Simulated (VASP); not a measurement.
# GaP (F-43m) in VASP: a series of runs, part 2 of 2

VASP 6.6.1.

### 3 Electric field gradients, LDA (volume scaled by 0.96)

The input, INCAR:

```
PREC = Accurate ; ENCUT = 520
EDIFF = 1E-8 ; ISMEAR = -1
SIGMA = 0.05 ; LREAL = False
LASPH = True ; NELM = 60
ALGO = Normal ; ISIF = 2
LWAVE = False ; LCHARG = False
LEFG = True ; NBANDS = 16
```

The input, KPOINTS:

```
regular mesh
0
Gamma
  10 10 10
```

The input, POSCAR:

```
GaP
1.0
    0.0000000000      2.6884177822      2.6884177822
    2.6884177822      0.0000000000      2.6884177822
    2.6884177822      2.6884177822      0.0000000000
Ga P
1 1
Direct
    0.0000000000      0.0000000000      0.0000000000
    0.7500000000      0.7500000000      0.7500000000
```

Potentials or basis: VASP PAW LDA potentials, release 64 (Ga_d, P).

Launch:

```
$ cat potpaw_LDA.64/Ga_d/POTCAR potpaw_LDA.64/P/POTCAR > POTCAR
$ mpirun -np 1 vasp_std > vasp.out
```

OUTCAR:

```text
PREC = Accurate
   ENCUT = 520
   EDIFF = 1E-8
   ISMEAR = -1
   LREAL = False
   LASPH = True
   NELM = 60
   ISIF = 2

 ion  position               nearest neighbor table
   1  0.000  0.000  0.000-   2 2.33   2 2.33   2 2.33   2 2.33
   2  0.750  0.750  0.750-   1 2.33   1 2.33   1 2.33   1 2.33

  LATTYP: Found a face centered cubic cell.
 ALAT       =     5.3768355644

  Lattice vectors:

 A1 = (   0.0000000000,   2.6884177822,   2.6884177822)
 A2 = (   2.6884177822,   0.0000000000,   2.6884177822)
 A3 = (   2.6884177822,   2.6884177822,   0.0000000000)

Analysis of symmetry for initial positions (statically):
=====================================================================
 Subroutine PRICEL returns:
 Original cell was already a primitive cell.

 Routine SETGRP: Setting up the symmetry group for a
 face centered cubic supercell.

 Subroutine GETGRP returns: Found 24 space group operations
 (whereof 24 operations were pure point group operations)
[... 642 lines left out ...]
      direct lattice vectors                 reciprocal lattice vectors
     0.000000000  2.688417782  2.688417782    -0.185982998  0.185982998  0.185982998
     2.688417782  0.000000000  2.688417782     0.185982998 -0.185982998  0.185982998
     2.688417782  2.688417782  0.000000000     0.185982998  0.185982998 -0.185982998

 POSITION                                       TOTAL-FORCE (eV/Angst)
 -----------------------------------------------------------------------------------
      0.00000      0.00000      0.00000         0.000000      0.000000      0.000000
      4.03263      4.03263      4.03263        -0.000000     -0.000000     -0.000000
 -----------------------------------------------------------------------------------
    total drift:                               -0.000000     -0.000000     -0.000000

  FREE ENERGIE OF THE ION-ELECTRON SYSTEM (eV)
  ---------------------------------------------------
  free  energy   TOTEN  =       -10.4520969564 eV

  energy  without entropy=      -10.4520969400  energy(sigma->0) =      -10.45209695

 Electric field gradients (V/A^2)
---------------------------------------------------------------------
 ion       V_xx      V_yy      V_zz      V_xy      V_xz      V_yz
---------------------------------------------------------------------
   1       0.000     0.000     0.000    -0.000    -0.000    -0.000
   2      -0.000     0.000     0.000     0.000     0.000     0.000
---------------------------------------------------------------------

 Electric field gradients after diagonalization (V/A^2)
 (convention: |V_zz| > |V_xx| > |V_yy|)
----------------------------------------------------------------------
 ion       V_xx      V_yy      V_zz     asymmetry (V_yy - V_xx)/ V_zz
----------------------------------------------------------------------
   1       0.000     0.000    -0.000       0.000
   2      -0.000    -0.000     0.000       0.000
----------------------------------------------------------------------

           NMR quadrupolar parameters

 Cq : quadrupolar parameter    Cq=e*Q*V_zz/h
 eta: asymmetry parameters     (V_yy - V_xx)/ V_zz
 Q  : nuclear electric quadrupole moment in mb (millibarn)
----------------------------------------------------------------------
 ion       Cq(MHz)       eta       Q (mb)
----------------------------------------------------------------------
   1      -0.000       0.000       1.000
   2       0.000       0.000       1.000
----------------------------------------------------------------------
```

OSZICAR:

```text
N       E                     dE             d eps       ncg     rms          rms(c)
DAV:   1     0.796135487932E+02    0.79614E+02   -0.89349E+03  1584   0.162E+03
DAV:   2    -0.429442129488E+01   -0.83908E+02   -0.79486E+02  1728   0.317E+02
DAV:   3    -0.106822971732E+02   -0.63879E+01   -0.63683E+01  1864   0.659E+01
DAV:   4    -0.107873812751E+02   -0.10508E+00   -0.10506E+00  1824   0.931E+00
DAV:   5    -0.107894343656E+02   -0.20531E-02   -0.20530E-02  1928   0.116E+00    0.453E+00
DAV:   6    -0.105083196895E+02    0.28111E+00   -0.36643E-01  2320   0.107E+01    0.293E+00
DAV:   7    -0.104568017292E+02    0.51518E-01   -0.91222E-02  2096   0.215E+00    0.108E+00
DAV:   8    -0.104521385062E+02    0.46632E-02   -0.11882E-02  1720   0.121E+00    0.218E-01
DAV:   9    -0.104520939780E+02    0.44528E-04   -0.10328E-03  2272   0.407E-01    0.629E-02
DAV:  10    -0.104520911394E+02    0.28386E-05   -0.55247E-05  2240   0.913E-02    0.260E-02
DAV:  11    -0.104520972528E+02   -0.61135E-05   -0.97128E-06  1896   0.448E-02    0.873E-03
DAV:  12    -0.104520969980E+02    0.25490E-06   -0.55035E-07  1976   0.784E-03    0.598E-03
DAV:  13    -0.104520969565E+02    0.41421E-07   -0.24603E-07  2008   0.476E-03    0.938E-04
DAV:  14    -0.104520969564E+02    0.85493E-10   -0.12314E-08  1368   0.111E-03
   1 F= -.10452097E+02 E0= -.10452097E+02  d E =-.164828E-07
```

stdout:

```text
POSCAR found type information on POSCAR GaP
 POSCAR found :  2 types and       2 ions
 scaLAPACK will be used
 LDA part: xc-table for (Slater(with rela. corr.)+CA(PZ))
 , standard interpolation
 POSCAR, INCAR and KPOINTS ok, starting setup
 FFT: planning ... GRIDC
 FFT: planning ... GRID_SOFT
 FFT: planning ... GRID
 WAVECAR not read
 entering main loop
ion   1

ion   2
```

Wall time 25 s (1 thread of AMD EPYC 7R43 (Zen 3), shared host); peak memory 0.12 GiB.

Results:

```yaml
Free_energy: -10.4521 eV
Pressure: 0.9 GPa
Band_gap_on_the_k_mesh: 1.39 eV, indirect (least direct gap 1.98 eV)
```

Levels at points of the mesh, in eV from the valence-band top:
```tsv
k point	band 5	band 6	band 7	band 8	band 9	band 10	band 11	band 12	band 13	band 14
(0.00, 0.00, 0.00)	-14.67	-12.82	0.00	0.00	0.00	1.98	3.78	3.78	3.78	8.68
(0.50, 0.00, 0.00)	-14.66	-10.60	-6.95	-1.19	-1.19	1.64	4.62	4.62	8.12	10.95
(0.50, 0.50, 0.00)	-14.65	-9.63	-7.03	-2.85	-2.85	1.41	1.64	10.76	10.76	11.35
```

Caveat: without QUAD_EFG the Cq values of the log hold for a quadrupole moment of 1 mb, not for the nuclei. A k mesh can miss the band edges.
